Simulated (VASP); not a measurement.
# InSe in VASP: further runs

Runs on InSe. Level: PBE+D3(BJ). Tasks: single point.

Program: VASP 6.6.1. These are calculated values, not measurements. Logs are shortened: lines on timing, memory, paths and dates and some standing lists are left out, and cuts for length are marked.

## 1. The cell of the first run

The cell holds a slab with vacuum, 4 atoms: a = 4.027 Å, b = 4.027 Å, c = 36.720 Å, α = 90.00°, β = 90.00°, γ = 120.00°.

## 2. Single point, PBE+D3(BJ)

File INCAR:

```
PREC = Accurate
ENCUT = 520
EDIFF = 1E-7
ISMEAR = 0
SIGMA = 0.02
LREAL = F
LASPH = T
NELM = 60
ALGO = Normal
ISIF = 2
LWAVE = F
LCHARG = F
LDIPOL = T
IDIPOL = 3
DIPOL = 0.5 0.5 0.500
GGA = PE
IVDW = 12
NBANDS = 27
```

File KPOINTS:

```
regular mesh
0
Gamma
  9 9 1
```

File POSCAR:

```
InSe
1.0
    4.0270000000      0.0000000000      0.0000000000
   -2.0135000000      3.4874843010      0.0000000000
    0.0000000000      0.0000000000     36.7199571806
Se In
2 2
Direct
    0.0000000000      0.0000000000      0.4298335320
    0.0000000000      0.0000000000      0.5701387065
    0.6666666667      0.3333333333      0.4635837234
    0.6666666667      0.3333333333      0.5363885708
```

Potentials or basis: VASP PAW PBE potentials, release 64 (Se, In_d).

The run is started by

```
$ cat potpaw_PBE.64/Se/POTCAR potpaw_PBE.64/In_d/POTCAR > POTCAR
$ mpirun -np 1 vasp_std > vasp.out
```

OUTCAR:

```text
PREC = Accurate
   ENCUT = 520
   EDIFF = 1E-7
   ISMEAR = 0
   LREAL = F
   LASPH = T
   NELM = 60
   ISIF = 2
   GGA = PE
   IVDW = 12
 IVDW          = 12

 ion  position               nearest neighbor table
   1  0.000  0.000  0.430-   3 2.63   3 2.63   3 2.63
   2  0.000  0.000  0.570-   4 2.63   4 2.63   4 2.63
   3  0.667  0.333  0.464-   1 2.63   1 2.63   1 2.63   4 2.67
   4  0.667  0.333  0.536-   2 2.63   2 2.63   2 2.63   3 2.67

  LATTYP: Found a hexagonal cell.
 ALAT       =     4.0270000000
 C/A-ratio  =     9.1184398263

  Lattice vectors:

 A1 = (   4.0270000000,   0.0000000000,   0.0000000000)
 A2 = (  -2.0135000000,   3.4874843010,   0.0000000000)
 A3 = (   0.0000000000,   0.0000000000,  36.7199571806)

Analysis of symmetry for initial positions (statically):
=====================================================================
 Subroutine PRICEL returns:
 Original cell was already a primitive cell.

 Routine SETGRP: Setting up the symmetry group for a
 hexagonal supercell.

 Subroutine GETGRP returns: Found 12 space group operations
 (whereof  6 operations were pure point group operations)
 out of a pool of 24 trial point group operations.

The static configuration has the point symmetry C_3v.
 The point group associated with its full space group is D_3h.

Analysis of symmetry for dynamics (positions and initial velocities):
=====================================================================
 Subroutine PRICEL returns:
 Original cell was already a primitive cell.

 Routine SETGRP: Setting up the symmetry group for a
 hexagonal supercell.

 Subroutine GETGRP returns: Found 12 space group operations
 (whereof  6 operations were pure point group operations)
 out of a pool of 24 trial point group operations.

The dynamic configuration has the point symmetry C_3v.
 The point group associated with its full space group is D_3h.

 Subroutine INISYM returns: Found 12 space group operations
 (whereof  6 operations are pure point group operations),
 and found     1 'primitive' translations

----------------------------------------------------------------------------------------

                                     Primitive cell

  volume of cell :     515.6987

  direct lattice vectors                    reciprocal lattice vectors
     4.027000000  0.000000000  0.000000000     0.248323814  0.143369821  0.000000000
    -2.013500000  3.487484301  0.000000000     0.000000000  0.286739642  0.000000000
     0.000000000  0.000000000 36.719957181     0.000000000  0.000000000  0.027233147

  length of vectors
     4.027000000  4.027000000 36.719957181     0.286739642  0.286739642  0.027233147

  position of ions in fractional coordinates (direct lattice)
     0.000000000  0.000000000  0.429833532
     0.000000000  0.000000000  0.570138707
     0.666666667  0.333333333  0.463583723
     0.666666667  0.333333333  0.536388571

  ion indices of the primitive-cell ions
   primitive index   ion index
                 1           1
                 2           2
                 3           3
                 4           4

----------------------------------------------------------------------------------------

 KPOINTS: regular mesh

Automatic generation of k-mesh.
 Grid dimensions read from file:
 generate k-points for:    9    9    1

 Generating k-lattice:

  Cartesian coordinates                     Fractional coordinates (reciprocal lattice)
     0.027591535  0.015929980  0.000000000     0.111111111 -0.000000000  0.000000000
     0.000000000  0.031859960  0.000000000     0.000000000  0.111111111  0.000000000
     0.000000000  0.000000000  0.027233147     0.000000000  0.000000000  1.000000000

  Length of vectors
     0.031859960  0.031859960  0.027233147

  Shift w.r.t. Gamma in fractional coordinates (k-lattice)
     0.000000000  0.000000000  0.000000000

 Subroutine IBZKPT returns following result:
 ===========================================

 Found     12 irreducible k-points:

 Following reciprocal coordinates:
            Coordinates               Weight
  0.000000  0.000000  0.000000      1.000000
  0.111111  0.000000  0.000000      6.000000
  0.222222 -0.000000  0.000000      6.000000
  0.333333 -0.000000  0.000000      6.000000
  0.444444 -0.000000  0.000000      6.000000
  0.111111  0.111111  0.000000      6.000000
  0.222222  0.111111  0.000000     12.000000
  0.333333  0.111111  0.000000     12.000000
  0.444444  0.111111  0.000000      6.000000
  0.222222  0.222222  0.000000      6.000000
  0.333333  0.222222  0.000000     12.000000
  0.333333  0.333333  0.000000      2.000000
   k-points           NKPTS =     12   k-points in BZ     NKDIM =     12   number of bands    NBANDS=     27
   number of dos      NEDOS =    301   number of ions     NIONS =      4
   total plane-waves  NPLWV = 252000
   dimension x,y,z NGX =    30 NGY =   30 NGZ =  280
   dimension x,y,z NGXF=    60 NGYF=   60 NGZF=  560
   ions per type =               2   2
   NGX,Y,Z   is equivalent  to a cutoff of  12.38, 12.38, 12.68 a.u.
   NGXF,Y,Z  is equivalent  to a cutoff of  24.77, 24.77, 25.35 a.u.
 SYSTEM =  unknown system
   PREC   = accura    normal or accurate (medium, high low for compatibility)
   ISTART =      0    job   : 0-new  1-cont  2-samecut
   ICHARG =      2    charge: 1-file 2-atom 10-const
   ISPIN  =      1    spin polarized calculation?
   LNONCOLLINEAR =      F non collinear calculations
   LSORBIT =      F    spin-orbit coupling
   LASPH  =      T    aspherical Exc in radial PAW
   ENCUT  =  520.0 eV  38.22 Ry    6.18 a.u.   7.49  7.49 68.27*2*pi/ulx,y,z
   NELM   =     60;   NELMIN=  2; NELMDL= -5     # of ELM steps
   EDIFF  = 0.1E-06   stopping-criterion for ELM
   LREAL  =      F    real-space projection
   EDIFFG = 0.1E-05   stopping-criterion for IOM
   NSW    =      0    number of steps for IOM
   IBRION =     -1    ionic relax: 0-MD 1-quasi-New 2-CG
   NFREE  =      0    steps in history (QN), initial steepest desc. (CG)
   ISIF   =      2    stress and relaxation
   ISYM   =      2    0-nonsym 1-usesym 2-fastsym
   POTIM  = 0.5000    time-step for ionic-motion
   TEBEG  =    0.0;   TEEND  =   0.0 temperature during run
   PSTRESS=    0.0 pullay stress
   NELECT =      38.0000    total number of electrons
   NUPDOWN=      -1.0000    fix difference up-down
   EMIN   =  10.00;   EMAX   =-10.00  energy-range for DOS
   EFERMI =   0.00;   METHOD = LEGACY
   ISMEAR =     0;   SIGMA  =   0.02  broadening in eV -4-tet -1-fermi 0-gaus
   EFERMI_NEDOS =   21; number of points for ismear=-14 and -15
   IALGO  =     38    algorithm
   IMIX   =      4    mixing-type and parameters
     AMIX     =   0.40;   BMIX     =  1.00
     AMIX_MAG =   1.60;   BMIX_MAG =  1.00
  volume/ion in A,a.u.               =     128.92       870.03
  Fermi-wavevector in a.u.,A,eV,Ry     =   0.686337  1.296989  6.409138  0.471058
  Thomas-Fermi vector in A             =   1.766536
   LORBIT       =      0    0 simple, 1 ext, 2 COOP (PROOUT), +10 PAW based schemes
   GGA     = PE    functional components
   LHFCALC =     F    Hartree Fock is set to
   AEXX    =    0.0000 exact exchange contribution
   IVDW    =    12    specifies the selected vdW correction
   LEPSILON=     F    determine dielectric tensor
   LRPA    =     F    only Hartree local field effects (RPA)
 non-spin polarized calculation
 Gauss-broadening in eV      SIGMA  =   0.02
  energy-cutoff  :      520.00
  volume of cell :      515.70
 maximum number of plane-waves:     13981
 NGX is ok and might be reduce to    30
   NGX = 15   NGY = 15   NGZ =137

 dipolmoment           0.000000      0.000000      0.000000 electrons x Angstroem

 number of electron      38.0000001 magnetization

 dipolmoment           0.000000      0.000000     -0.000012 electrons x Angstroem

 Free energy of the ion-electron system (eV)
  ---------------------------------------------------
  ext. energy  EPLUGINS =         0.00000000
  ---------------------------------------------------
  free energy    TOTEN  =       -14.11076348 eV

  energy without entropy =      -14.11076348  energy(sigma->0) =      -14.11076348

 E-fermi :  -3.6823     XC(G=0):  -2.2856

 val. band max:       -3.7752851954   @ k =   0.1111   0.0000   0.0000
 cond. band min:      -2.2353894984   @ k =   0.0000   0.0000   0.0000
 fundamental gap:      1.5398956970
 Fermi energy:        -3.6822821328

 k-point     1 :       0.0000    0.0000    0.0000
  band No.  band energies     occupation
      1     -18.0591      2.00000
      2     -17.7950      2.00000
      3     -17.7950      2.00000
      4     -17.6728      2.00000
      5     -17.6728      2.00000
      6     -17.6588      2.00000
[... 19 lines left out ...]
     26       2.1551      0.00000
     27       2.3561      0.00000

 k-point     2 :       0.1111    0.0000    0.0000
  band No.  band energies     occupation
      1     -18.0565      2.00000
      2     -17.8376      2.00000
      3     -17.7948      2.00000
      4     -17.7118      2.00000
      5     -17.6790      2.00000
      6     -17.6647      2.00000
[... 19 lines left out ...]
     26       2.1225      0.00000
     27       2.3068      0.00000

 k-point     3 :       0.2222   -0.0000    0.0000
  band No.  band energies     occupation
      1     -18.0539      2.00000
      2     -17.9242      2.00000
      3     -17.8149      2.00000
      4     -17.7956      2.00000
      5     -17.6907      2.00000
      6     -17.6429      2.00000
[... 234 lines left out ...]
      1     -18.0976      2.00000
      2     -17.9984      2.00000
      3     -17.9607      2.00000
      4     -17.8172      2.00000
      5     -17.6902      2.00000
      6     -17.6168      2.00000
[... 19 lines left out ...]
     26       3.8965      0.00000
     27       3.9069      0.00000

 k-point    12 :       0.3333    0.3333    0.0000
  band No.  band energies     occupation
      1     -18.1005      2.00000
      2     -17.9997      2.00000
      3     -17.9686      2.00000
      4     -17.8232      2.00000
      5     -17.6826      2.00000
      6     -17.6232      2.00000
[... 19 lines left out ...]
     26       3.9363      0.00000
     27       4.1640      0.00000

------------------------ aborting loop because EDIFF is reached ----------------------------------------

 vacuum level on the upper side and lower side of the slab       (xc-potential included)        -0.007        -0.007

 Edisp (eV)   -0.91068

 E8    (eV) :    -0.4402

  FORCE on cell =-STRESS in cart. coord.  units (eV):
  Direction    XX          YY          ZZ          XY          YZ          ZX
  --------------------------------------------------------------------------------------
  -------------------------------------------------------------------------------------
  Total       0.85247     0.85247     3.10054     0.00000     0.00000     0.00000
  in kB       2.64845     2.64845     9.63278     0.00000     0.00000     0.00000
  external pressure =        4.98 kB  Pullay stress =        0.00 kB

 VOLUME and BASIS-vectors are now :
 -----------------------------------------------------------------------------
  energy-cutoff  :      520.00
  volume of cell :      515.70
      direct lattice vectors                 reciprocal lattice vectors
     4.027000000  0.000000000  0.000000000     0.248323814  0.143369821  0.000000000
    -2.013500000  3.487484301  0.000000000     0.000000000  0.286739642  0.000000000
     0.000000000  0.000000000 36.719957181     0.000000000  0.000000000  0.027233147

 POSITION                                       TOTAL-FORCE (eV/Angst)
 -----------------------------------------------------------------------------------
      0.00000      0.00000     15.78347         0.000000      0.000000     -0.409366
      0.00000      0.00000     20.93547         0.000000     -0.000000      0.409366
      2.01350      1.16249     17.02277        -0.000000     -0.000000     -0.380280
      2.01350      1.16249     19.69617        -0.000000     -0.000000      0.380280
 -----------------------------------------------------------------------------------
    total drift:                               -0.000000      0.000000     -0.001531

  FREE ENERGIE OF THE ION-ELECTRON SYSTEM (eV)
  ---------------------------------------------------
  free  energy   TOTEN  =       -15.0214420053 eV

  energy  without entropy=      -15.0214420053  energy(sigma->0) =      -15.02144201

 vacuum level on the upper side and lower side of the slab         2.101         2.101
```

It took 5.5 min on 1 thread of Intel Xeon Platinum 8375C at 2.90GHz (Ice Lake), shared host; peak memory 0.6 GiB.

Results:

```yaml
Free_energy: -15.0214 eV
Largest_force: 0.409 eV/Å
Band_gap_on_the_k_mesh: 1.54 eV (least direct gap 1.61 eV)
Dispersion_energy_per_atom: -0.228 eV
```

Forces on the atoms (eV/Å):
```
Se   0.000  0.000 -0.409
Se   0.000  0.000  0.409
In   0.000  0.000 -0.380
In   0.000  0.000  0.380
```

Levels at points of the mesh, in eV from the valence-band top:
```tsv
k point	band 16	band 17	band 18	band 19	band 20	band 21	band 22	band 23
(0.00, 0.00, 0.00)	-0.67	-0.57	-0.57	-0.07	1.54	2.71	4.81	4.81
```

Caveat: spin-orbit coupling is left out, which moves the levels of the heavy elements.

## 3. Single point, PBE+D3(BJ)

This run uses another cell than the first one.

File INCAR:

```
SYSTEM = InSe
PREC = Accurate
ENCUT = 520
EDIFF = 1E-6
ISMEAR = 0
SIGMA = 0.02
LREAL = .False.
LASPH = .True.
NELM = 100
ALGO = Normal
ISIF = 2
LWAVE = .False.
LCHARG = .False.
LDIPOL = .True.
IDIPOL = 3
DIPOL = 0.5 0.5 0.500
GGA = PE
IVDW = 12
NBANDS = 27
```

File KPOINTS:

```
Automatic mesh
0
Gamma
  9 9 1
  0 0 0
```

File POSCAR:

```
InSe
1.0
    4.2280000000      0.0000000000      0.0000000000
   -2.1140000000      3.6615554072      0.0000000000
    0.0000000000      0.0000000000     36.7199571806
Se In
2 2
Direct
    0.0000000000      0.0000000000      0.4282403929
    0.0000000000      0.0000000000      0.5717318456
    0.6666666667      0.3333333333      0.4627570385
    0.6666666667      0.3333333333      0.5372152569
```

Potentials or basis: VASP PAW PBE potentials, release 64 (Se, In_d).

The run is started by

```
$ cat potpaw_PBE.64/Se/POTCAR potpaw_PBE.64/In_d/POTCAR > POTCAR
$ mpirun -np 1 vasp_std > vasp.out
```

It took 3 min on 1 thread of AMD EPYC 7R13 (Zen 3), shared host; peak memory 0.64 GiB.

It converged, with:

* Free energy: -14.9109 eV
* Largest force: 0.810 eV/Å
* Band gap on the k mesh: 1.05 eV (least direct gap 1.12 eV)
* Dispersion energy per atom: -0.202 eV

Forces in eV/Å, atoms in the order of the input:
```
Se   0.000  0.000  0.417
Se   0.000  0.000 -0.417
In   0.000  0.000 -0.810
In   0.000  0.000  0.810
```

Levels at points of the mesh, in eV from the valence-band top:
```csv
k point,band 17,band 18,band 19,band 20,band 21,band 22
"(0.00, 0.00, 0.00)",-0.65,-0.65,-0.06,1.05,2.32,4.37
```

Caveat: spin-orbit coupling is left out, which moves the levels of the heavy elements.

## 4. Single point, PBE+D3(BJ)

This run uses another cell than the first one.

File INCAR:

```
SYSTEM = InSe
PREC     = Accurate       ! precision mode
ENCUT    = 520            ! plane-wave cutoff, eV
EDIFF    = 1E-7           ! SCF threshold, eV
ISMEAR   = 0              ! smearing method
SIGMA    = 0.02           ! smearing width, eV
LREAL    = .FALSE.        ! projectors in reciprocal space
LASPH    = .TRUE.         ! aspherical terms in the spheres
NELM     = 100            ! most SCF steps
ALGO     = Normal         ! electronic algorithm
ISIF     = 2              ! what is computed and relaxed
LWAVE    = .FALSE.        ! write WAVECAR
LCHARG   = .FALSE.        ! write CHGCAR
LDIPOL   = .TRUE.       
IDIPOL   = 3            
DIPOL    = 0.5 0.5 0.500
GGA      = PE             ! functional
IVDW     = 12             ! dispersion correction
NBANDS   = 27             ! bands
```

File KPOINTS:

```
regular mesh
0
G
  9 9 1
  0 0 0
```

File POSCAR:

```
InSe
1.0
    4.2280000000      0.0000000000      0.0000000000
   -2.1140000000      3.6615554072      0.0000000000
    0.0000000000      0.0000000000     36.7199571806
Se In
2 2
Direct
    0.0000000000      0.0000000000      0.4250677313
    0.0000000000      0.0000000000      0.5749045073
    0.6666666667      0.3333333333      0.4611107345
    0.6666666667      0.3333333333      0.5388615635
```

The run is started by

```
$ cat potpaw_PBE.64/Se/POTCAR potpaw_PBE.64/In_d/POTCAR > POTCAR
$ mpirun -np 1 vasp_std > vasp.out
```

It took 3.5 min on 1 thread of AMD EPYC 7R13 (Zen 3), shared host; peak memory 0.65 GiB.

It converged, with:

```yaml
Free_energy: -14.8544 eV
Largest_force: 0.715 eV/Å
Band_gap_on_the_k_mesh: 1.13 eV (least direct gap 1.18 eV)
Dispersion_energy_per_atom: -0.196 eV
```

Forces in eV/Å, atoms in the order of the input:
```
Se   0.000  0.000  0.715
Se   0.000  0.000 -0.715
In   0.000  0.000 -0.489
In   0.000  0.000  0.489
```

Levels at points of the mesh, in eV from the valence-band top:
| k point | band 17 | band 18 | band 19 | band 20 | band 21 | band 22 |
| --- | --- | --- | --- | --- | --- | --- |
| (0.00, 0.00, 0.00) | -0.49 | -0.49 | -0.05 | 1.13 | 2.40 | 4.58 |

Caveat: spin-orbit coupling is left out, which moves the levels of the heavy elements.

(Part 1 of 2 ends here.)
